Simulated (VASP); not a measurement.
A run of VASP 6.6.1 is set up as follows.

INCAR

```
SYSTEM = KCl
ALGO = Normal
EDIFF = 1E-6
ENCUT = 520
GGA = PE
ISIF = 2
ISMEAR = -1
LASPH = .True.
LCHARG = .True.
LELF = .True.
LREAL = .False.
LVHAR = .True.
LWAVE = .False.
NBANDS = 15
NELM = 80
PREC = Accurate
SIGMA = 0.02
```

The input KPOINTS:

```
k-points
0
Gamma
  7 7 7
  0 0 0
```

File POSCAR:

```
KCl
1.0
    3.6340000000     -0.0363400000     -0.0363400000
   -0.0363400000      3.6340000000     -0.0363400000
   -0.0363400000     -0.0363400000      3.6340000000
K Cl
1 1
Direct
    0.0000000000      0.0000000000      0.0000000000
    0.5000000000      0.5000000000      0.5000000000
```

Potentials or basis: VASP PAW PBE potentials, release 64 (K_sv, Cl).

Command:

```bash
$ cat potpaw_PBE.64/K_sv/POTCAR potpaw_PBE.64/Cl/POTCAR > POTCAR
$ mpirun -np 1 vasp_std > vasp.out
```

What does it give for the pressure?

4.6 GPa.

Predict the band gap on the k mesh.

5.61 eV, indirect (least direct gap 5.80 eV).

Stress tensor (GPa, compression positive):
```
4.59 0.36 0.36
0.36 4.59 0.36
0.36 0.36 4.59
```

Caveat: the cell differs from its parent crystal (equal xy, yz and zx shear strains of -2 %). A k mesh can miss the band edges.
